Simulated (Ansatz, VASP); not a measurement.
Be: VASP beside Ansatz

```
CELL_PARAMETERS angstrom
-1.78405 3.09006 0.00000
0.00000 0.00000 4.01168
5.35215 3.09006 0.00000
ATOMIC_POSITIONS crystal
Be 0.00000 0.23604 0.00000
Be 0.50000 0.23604 0.50000
Be 0.50000 0.76396 0.50000
Be 0.00000 0.76396 0.00000
Be 0.50000 0.00000 0.16667
Be 0.00000 0.00000 0.66667
Be 0.00000 0.00000 0.33333
Be 0.50000 0.00000 0.83333
```

Alike in both runs: task single point; functional PBE; k mesh 6 × 6 × 4; occupations gaussian, width 0.1 eV; no spin polarisation.

|  | VASP | Ansatz |
| --- | --- | --- |
| version | VASP 6.6.1 | Ansatz 0.2.0 |
| potentials or method | VASP PAW PBE potentials, release 64 (Be), cutoff 520 eV | scalar-relativistic, plane waves, PAW |
| valence electrons in the cell | 16 | 16 |

```csv
,VASP,Ansatz,Ansatz less VASP
gap on the k mesh at the Fermi level (eV),none,none,-
pressure (GPa),0.2,0.1,-0.12
"traceless stress, the component that is largest in VASP (GPa)",-0.48,-0.47,+0.013
rms of the force components (eV/Å),0.023,0.027,+0.0034
```

Atom by atom the forces differ by 0.009 eV/Å (rms over components). A gap of «none» marks a metal or a gap that the smearing closes. The functional is the same, so the differences come from potentials, cutoffs and numerics.
